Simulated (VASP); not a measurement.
VH: single point with PBEsol

VH:

```
V H
1.0
     0.00000    1.96375    1.96375
     1.96375    0.00000    1.96375
     1.96375    1.96375    0.00000
V H
1 1
Direct
  0.00000 0.00000 0.00000
  0.50000 0.50000 0.50000
```

```json
{
 "Program": "VASP 6.6.1",
 "Task": "single point",
 "Functional": "PBEsol",
 "Potentials or basis": "VASP PAW PBE potentials, release 64 (V_sv, H)",
 "Cutoff": "500 eV",
 "k mesh": "14 × 14 × 14",
 "Occupations": "fermi-dirac, width 0.1 eV",
 "Spin": "collinear spin, ferromagnetic start",
 "Starting moments": "[2.0, 0.0] μB",
 "Dipole correction": "no",
 "Further INCAR settings": "ALGO = Normal; EDIFF = 1e-06; NBANDS = 18"
}
```

```
Pressure                                              : -4.0 GPa
Band gap on the k mesh                                : zero (filled and empty bands overlap)
Net moment                                            : 0.00 μB per cell
Valence electrons inside the program's atomic spheres : V 11.66; H 0.56
```

Levels at points of the mesh, in eV from the Fermi level:
Spin up:
| k point | band 3 | band 4 | band 5 | band 6 | band 7 | band 8 | band 9 | band 10 | band 11 | band 12 |
| --- | --- | --- | --- | --- | --- | --- | --- | --- | --- | --- |
| (0.00, 0.00, 0.00) | -37.48 | -37.48 | -10.52 | -0.07 | -0.07 | -0.07 | 1.42 | 1.42 | 12.78 | 16.49 |
| (0.50, 0.00, 0.00) | -37.56 | -37.56 | -5.38 | -3.86 | -0.48 | -0.48 | 2.61 | 2.61 | 7.32 | 10.61 |
| (0.50, 0.50, 0.00) | -37.71 | -37.71 | -7.58 | -2.68 | 1.69 | 2.51 | 2.98 | 2.98 | 6.79 | 10.78 |
Spin down:
```csv
k point,band 3,band 4,band 5,band 6,band 7,band 8,band 9,band 10,band 11,band 12
"(0.00, 0.00, 0.00)",-37.48,-37.48,-10.52,-0.07,-0.07,-0.07,1.42,1.42,12.78,16.49
"(0.50, 0.00, 0.00)",-37.56,-37.56,-5.38,-3.86,-0.48,-0.48,2.61,2.61,7.32,10.61
"(0.50, 0.50, 0.00)",-37.71,-37.71,-7.58,-2.68,1.69,2.51,2.98,2.98,6.79,10.78
```

Run time: 24 s on 1 thread of Intel(R) Xeon(R) Platinum 8559C (Emerald Rapids), on a shared host, peak memory 0.16 GiB.

Caveat: the cell stands under tension; the PAW data sets were made with another functional, which shifts forces and pressure a little.
